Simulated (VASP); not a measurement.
Crystal: C.

```
C
1.0
     2.50517    0.00000    0.00000
    -1.25259    2.16954    0.00000
     0.00000    0.00000    8.18182
C
8
Direct
  0.66667 0.33333 0.84375
  0.33333 0.66667 0.34375
  0.66667 0.33333 0.65625
  0.33333 0.66667 0.15625
  0.00000 0.00000 0.90625
  0.00000 0.00000 0.40625
  0.00000 0.00000 0.59375
  0.00000 0.00000 0.09375
```

Base run:

* Program: VASP 6.6.1
* Functional: PBE
* Potentials or basis: VASP PAW PBE potentials, release 64 (C)
* Cutoff: 520 eV
* k mesh: 12 × 12 × 4
* Occupations: fermi-dirac, width 0.05 eV
* Spin: no spin polarisation

Its results: band gap on the k mesh 4.46 eV (least direct gap 5.23 eV); pressure 12.3 GPa; largest force 0.342 eV/Å.

Problem. After a change of settings the same cell gave: band gap on the k mesh 4.46 eV (least direct gap 5.23 eV); pressure 18.4 GPa; largest force 0.340 eV/Å. Which change was it?
A. functional from PBE to PBE exchange alone
B. functional from PBE to r2SCAN; dispersion from none to D4
C. functional from PBE to RPBE

Solution. C.

RPBE binds less tightly than PBE, so the same cell stands under more pressure.

Caveats: the stress differs along the axes, from 8 to 21 GPa (at least some runs); the stress differs along the axes, from 14 to 27 GPa (at least some runs); the PAW data sets were made with another functional, which shifts forces and pressure a little (at least some runs).
